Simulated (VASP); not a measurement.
Here is a VASP 6.6.1 calculation.

INCAR

```
ALGO     = Normal         # electronic algorithm
EDIFF    = 1E-6           # SCF threshold, eV
EDIFFG   = -0.005         # ionic threshold
ENCUT    = 600            # plane-wave cutoff, eV
GGA      = PE             # functional
IBRION   = 2              # ionic algorithm
ISIF     = 3              # what is computed and relaxed
ISMEAR   = 0              # smearing method
IVDW     = 12             # dispersion correction
LASPH    = True           # aspherical terms in the spheres
LCHARG   = False          # write CHGCAR
LREAL    = False          # projectors in reciprocal space
LWAVE    = False          # write WAVECAR
NELM     = 100            # most SCF steps
NSW      = 70             # ionic steps
PREC     = Accurate       # precision mode
SIGMA    = 0.02           # smearing width, eV
```

The input KPOINTS:

```
k-points
0
Gamma
  6 6 6
```

POSCAR

```
KBr
1.0
    0.0000000000      3.3504479376      3.3504479376
    3.3504479376      0.0000000000      3.3504479376
    3.3504479376      3.3504479376      0.0000000000
K Br
1 1
Direct
    0.0000000000      0.0000000000      0.0000000000
    0.5000000000      0.5000000000      0.5000000000
```

Potentials or basis: VASP PAW PBE potentials, release 64 (K_sv, Br).

Command:

```console
$ cat potpaw_PBE.64/K_sv/POTCAR potpaw_PBE.64/Br/POTCAR > POTCAR
$ mpirun -np 1 vasp_std > vasp.out
```

What does it give for the dispersion energy per atom?

-0.209 eV.

Estimate the band gap on the k mesh.

4.47 eV.

Estimate the relaxed cell.

a = 4.648 Å, b = 4.648 Å, c = 4.648 Å, α = 60.00°, β = 60.00°, γ = 60.00°.

What does it give for the space group after relaxing (to 0.1 Å)?

Fm-3m (No. 225).

Step by step:
```csv
step,energy change (eV),largest force (eV/Å),pressure (GPa),volume (Å³)
1,0.0000,0.0000,-0.80,75.22
2,-0.0081,0.0000,-0.45,73.18
3,-0.0112,0.0000,-0.10,71.44
4,-0.0114,0.0000,0.00,70.99
```
